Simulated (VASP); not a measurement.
SnS2, 3 atoms in the cell. The structure is trigonal, space group P-3m1 (No. 164). The conventional cell has a = 3.632 Å, b = 3.632 Å, c = 5.707 Å, α = 90.00°, β = 90.00°, γ = 120.00°. Sn (site symmetry -3m) has 6 S at 2.56 Å within 3.4 Å. S (site symmetry 3m) has 3 Sn at 2.56 Å and 12 S at 3.48 to 3.63 Å within 3.7 Å. 

```yaml
Program: VASP 6.6.1
Task: single point
Functional: LDA
Potentials_or_basis: VASP PAW LDA potentials, release 64 (Sn_d, S)
Cutoff: 500 eV
k_mesh: 9 × 9 × 6
Occupations: gaussian, width 0.02 eV
Spin: no spin polarisation
Dipole_correction: no
Further_INCAR_settings: ALGO = Normal; EDIFF = 1e-06; NBANDS = 20
```

Potentials or basis: VASP PAW LDA potentials, release 64 (Sn_d, S).

Run with:

```bash
$ cat potpaw_LDA.64/Sn_d/POTCAR potpaw_LDA.64/S/POTCAR > POTCAR
$ mpirun -np 1 vasp_std > vasp.out
```

Hardware: 1 thread of AMD EPYC 7R13, with other jobs on the host.

Estimate the wall time of this run.

Run time: 76 s on 1 thread of AMD EPYC 7R13, with other jobs on the host, peak memory 0.17 GiB. Counts: scf iterations 12, k points 62.
